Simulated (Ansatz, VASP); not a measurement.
## One calculation of Au, two programs

```xyz
5
Lattice="2.8877 0.0000 0.0000 0.0000 2.8877 0.0000 0.0000 0.0000 23.1675" Properties=species:S:1:pos:R:3 pbc="T T T"
Au    1.4438    1.4438    7.5337
Au    0.0000    0.0000    9.5409
Au    1.4438    1.4438   11.5838
Au    0.0000    0.0000   13.6266
Au    1.4438    1.4438   15.6338
```

Alike in both runs: functional PBEsol; k mesh 12 × 12 × 1; occupations gaussian, width 0.1 eV; no spin polarisation.

Ansatz relaxed the structure, and its values are those at the end. VASP's run is a single point on that final structure, the one shown.

|  | VASP | Ansatz |
| --- | --- | --- |
| version | VASP 6.6.1 | Ansatz 0.2.0 |
| potentials or method | VASP PAW PBE potentials, release 64 (Au), cutoff 520 eV | scalar-relativistic, plane waves, PAW |
| valence electrons in the cell | 55 | 95 |

|  | VASP | Ansatz | Ansatz less VASP |
| --- | --- | --- | --- |
| gap on the k mesh at the Fermi level (eV) | none | none | - |
| rms of the force components (eV/Å) | 0.004 | 0.001 | -0.0028 |

VASP's potentials were made for PBE, not for PBEsol. A gap of «none» marks a metal or a gap that the smearing closes. With one functional, cell and mesh, what is left measures potentials, basis and numerics. VASP's potentials hold 55 valence electrons a cell and Ansatz's 95, so a difference there can come from the potentials and not from the codes. Ansatz's warnings: xc potential rough in thin density.

Spin-orbit coupling is off throughout.
